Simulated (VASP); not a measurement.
Write the native input for VASP 6.6.1 that does the following.

```yaml
Task: single point
Functional: PBEsol
Potentials_or_basis: VASP PAW PBE potentials, release 64 (Ta_pv, Si)
Cutoff: 520 eV
k_mesh: 14 × 14 × 14
Occupations: fermi-dirac, width 0.05 eV
Spin: no spin polarisation
Dipole_correction: no
Further_INCAR_settings: ALGO = Normal; EDIFF = 1e-06; NBANDS = 14
```

The structure of TaSi (CsCl type) lies in POSCAR:

```
TaSi
1.0
    2.7065289690      0.0000000000      0.0000000000
    0.0000000000      2.7065289690      0.0000000000
    0.0000000000      0.0000000000      2.7065289690
Ta Si
1 1
Direct
    0.0000000000      0.0000000000      0.0000000000
    0.5000000000      0.5000000000      0.5000000000
```

These files were run (other wordings do the same):

INCAR

```
PREC = Accurate
ENCUT = 520
EDIFF = 1E-6
ISMEAR = -1
SIGMA = 0.05
LREAL = False
LASPH = True
NELM = 80
ALGO = Normal
ISIF = 2
LWAVE = False
LCHARG = False
GGA = PS
NBANDS = 14
```

KPOINTS

```
Automatic mesh
0
Gamma
  14 14 14
```

Potentials or basis: VASP PAW PBE potentials, release 64 (Ta_pv, Si).

Launch:

```bash
$ cat potpaw_PBE.64/Ta_pv/POTCAR potpaw_PBE.64/Si/POTCAR > POTCAR
$ mpirun -np 1 vasp_std > vasp.out
```

It gave:

```json
{"Pressure": "199.6 GPa", "Band gap on the k mesh": "zero (an odd number of electrons rules out a gap without spin polarisation)"}
```

Caveat: the cell stands under pressure; the PAW data sets were made with another functional, which shifts forces and pressure a little; spin-orbit coupling is left out, which moves the levels of the heavy elements.

Run time: 25 s on 1 thread of Intel Xeon 8259CL, on a shared host, peak memory 0.15 GiB.
